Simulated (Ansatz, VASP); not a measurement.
One calculation of MgO, two programs

```xyz
2
Lattice="2.9380 0.0000 0.0000 -1.4690 2.5444 0.0000 0.0000 0.0000 2.6797" Properties=species:S:1:pos:R:3 pbc="T T T"
Mg    0.0000    0.0000    0.0000
O     0.0000    1.6963    1.3398
```

Alike in both runs: task single point; functional r2SCAN; k mesh 12 × 12 × 8; no spin polarisation.

|  | VASP | Ansatz |
| --- | --- | --- |
| version | VASP 6.6.1 | Ansatz 0.2.0 |
| potentials or method | VASP PAW PBE potentials, release 64 (Mg_sv, O) | plane waves, PAW |
| plane-wave cutoff (eV) | 750 | 500 |
| occupations | gaussian, width 0.01 eV | fixed |
| valence electrons in the cell | 16 | 16 |

|  | VASP | Ansatz | Ansatz less VASP |
| --- | --- | --- | --- |
| gap on the k mesh at the Fermi level (eV) | 3.81 | 3.78 | -0.024 |
| pressure (GPa) | -5.7 | -5.2 | +0.44 |
| traceless stress, the component that is largest in VASP (GPa) | -0.47 | -0.55 | -0.080 |

VASP's potentials were made for PBE, not for r2SCAN.
